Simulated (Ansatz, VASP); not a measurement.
LiBr: VASP beside Ansatz

File POSCAR:

```
LiBr
1.0
    0.0000000000      2.7395650468      2.7395650468
    2.7395650468      0.0000000000      2.7395650468
    2.7395650468      2.7395650468      0.0000000000
Li Br
1 1
Direct
    0.0000000000      0.0000000000      0.0000000000
    0.5000000000      0.5000000000      0.5000000000
```

Contents of INCAR.step1:

```
PREC = Accurate
ENCUT = 830
ISMEAR = 0
SIGMA = 0.01
LREAL = False
LASPH = True
NELM = 120
NBANDS = 12
GGA = PE
ALGO = Normal
EDIFF = 1E-5
LWAVE = True
LCHARG = False
GGA_COMPAT = False
```

The input INCAR.step2:

```
PREC = Accurate
ENCUT = 830
EDIFF = 1E-6
ISMEAR = 0
SIGMA = 0.01
LREAL = False
LASPH = True
NELM = 120
ALGO = Normal
ISIF = 2
LWAVE = False
LCHARG = False
METAGGA = R2SCAN
LMIXTAU = True
NBANDS = 12
ISTART = 1
GGA_COMPAT = False
```

The input KPOINTS:

```
Automatic mesh
0
Gamma
  6 6 6
```

Input for Ansatz:

```yaml
crystal:
  lattice:
    - [0.0, 2.7395650468, 2.7395650468]
    - [2.7395650468, 0.0, 2.7395650468]
    - [2.7395650468, 2.7395650468, 0.0]
  atoms:
    - { symbol: Li, position: [0.0, 0.0, 0.0] }
    - { symbol: Br, position: [0.5, 0.5, 0.5] }
kpoints:
  mp_grid: { grid: [6, 6, 6] }
hamiltonian:
  xc: r2scan
scf:
  occupations: { method: fixed }
output:
  optics:
    e_range: [0, 20]
    de: 0.05
    sigma: 0.1
    bands: { spectra_wanted_up_to: 20 }
```

Alike in both runs: task single point; functional r2SCAN; k mesh 6 × 6 × 6; no spin polarisation.

|  | VASP | Ansatz |
| --- | --- | --- |
| version | VASP 6.6.1 | Ansatz 0.2.0 |
| potentials or method | VASP PAW PBE potentials, release 64 (Li_sv, Br) | plane waves, PAW |
| plane-wave cutoff (eV) | 830 | 500 |
| occupations | gaussian, width 0.01 eV | fixed |
| valence electrons in the cell | 10 | 10 |

Ansatz gave:

- gap on the k mesh at the Fermi level (eV): 5.88

**Question.** What did VASP give for the same quantities?

**Answer.** gap on the k mesh at the Fermi level (eV): 5.93.

VASP's potentials were made for PBE, not for r2SCAN.
